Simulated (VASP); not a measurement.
## Ga2Ge3O: single point with PBE

Crystal: Ga2Ge3O.

```
CELL_PARAMETERS angstrom
5.08026 0.00000 0.00000
-2.54013 4.39963 0.00000
0.00000 0.00000 5.16861
ATOMIC_POSITIONS crystal
Ga 0.33333 0.66667 0.00000
Ga 0.66667 0.33333 0.00000
Ge 0.50000 0.00000 0.50000
Ge 0.50000 0.50000 0.50000
Ge 0.00000 0.50000 0.50000
O 0.00000 0.00000 0.00000
```

| Property | Result |
| --- | --- |
| Program | VASP 6.6.1 |
| Task | single point |
| Functional | PBE |
| Potentials or basis | VASP PAW PBE potentials, release 64 (Ga_d, Ge_d, O) |
| Cutoff | 520 eV |
| k mesh | 6 × 6 × 4 |
| Occupations | gaussian, width 0.1 eV |
| Spin | no spin polarisation |

| Property | Result |
| --- | --- |
| Pressure | 0.1 GPa |
| Band gap on the k mesh | zero (band 37 reaches 5.87 eV, above the bottom of band 38 at 3.20 eV) |

Stress tensor (GPa, compression positive):
```
0.03 0.00 0.00
0.00 0.03 0.00
0.00 0.00 0.15
```

Levels at points of the mesh, in eV from the Fermi level:
| k point | band 34 | band 35 | band 36 | band 37 | band 38 | band 39 | band 40 | band 41 |
| --- | --- | --- | --- | --- | --- | --- | --- | --- |
| (0.00, 0.00, 0.00) | -2.76 | -0.85 | -0.85 | -0.45 | -0.37 | 1.65 | 1.65 | 1.92 |
| (0.50, 0.00, 0.00) | -2.36 | -1.76 | -0.56 | -0.31 | 1.53 | 1.82 | 1.87 | 1.97 |
| (0.00, 0.00, 0.50) | -2.13 | -1.67 | -1.67 | -1.15 | -1.15 | -0.94 | 1.23 | 2.44 |
| (0.50, 0.00, 0.50) | -0.61 | -0.52 | 0.42 | 1.51 | 2.09 | 2.19 | 2.42 | 2.91 |

Wall time 85 s on 1 thread of Intel(R) Xeon(R) 6975P-C (Granite Rapids) (shared host), peak memory 0.28 GiB.
